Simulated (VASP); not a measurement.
Write the native input for VASP 6.6.1 that does the following.

| Item | Value |
| --- | --- |
| Task | single point |
| Functional | PBEsol |
| Potentials or basis | VASP PAW PBE potentials, release 64 (Si, Ge_d) |
| Cutoff | 520 eV |
| k mesh | 8 × 8 × 8 |
| Occupations | gaussian, width 0.03 eV |
| Spin | no spin polarisation |
| Dipole correction | no |
| Further INCAR settings | ALGO = Normal; EDIFF = 1e-06; NBANDS = 31 |

The structure of Si7Ge lies in POSCAR:

```
Si7Ge
1.0
    5.9710464946      0.0000000000      0.0000000000
    0.0000000000      5.9710464946      0.0000000000
    0.0000000000      0.0000000000      5.2927356128
Si Ge
7 1
Direct
    0.2525986838      0.2525986838      0.2525986838
    0.0000000000      0.5000000000      0.5000000000
    0.5000000000      0.5000000000      0.0000000000
    0.5000000000      0.0000000000      0.5000000000
    0.7474013162      0.2525986838      0.7474013162
    0.7474013162      0.7474013162      0.2525986838
    0.2525986838      0.7474013162      0.7474013162
    0.0000000000      0.0000000000      0.0000000000
```

The input as run:

INCAR

```
ALGO     = Normal         # electronic algorithm
EDIFF    = 1E-6           # SCF threshold, eV
ENCUT    = 520            # plane-wave cutoff, eV
GGA      = PS             # functional
ISIF     = 2              # what is computed and relaxed
ISMEAR   = 0              # smearing method
LASPH    = True           # aspherical terms in the spheres
LCHARG   = True           # write CHGCAR
LELF     = True           # ELF
LREAL    = False          # projectors in reciprocal space
LVHAR    = True         
LWAVE    = False          # write WAVECAR
NBANDS   = 31             # bands
NELM     = 60             # most SCF steps
PREC     = Accurate       # precision mode
SIGMA    = 0.03           # smearing width, eV
```

KPOINTS

```
k-points
0
Gamma
  8 8 8
```

Potentials or basis: VASP PAW PBE potentials, release 64 (Si, Ge_d).

Run with:

```bash
$ cat potpaw_PBE.64/Si/POTCAR potpaw_PBE.64/Ge_d/POTCAR > POTCAR
$ mpirun -np 1 vasp_std > vasp.out
```

It gave:

```
Pressure               : -9.8 GPa
Largest force          : 0.031 eV/Å
Band gap on the k mesh : zero (bands 21 and 22 overlap by 0.19 eV)
```

Caveat: the cell stands under tension; semilocal functionals underestimate gaps, so a narrow gap can read as zero; the PAW data sets were made with another functional, which shifts forces and pressure a little.

Run time: 8.9 min on 1 thread of Intel Xeon 8259CL, on a shared host, peak memory 0.53 GiB.
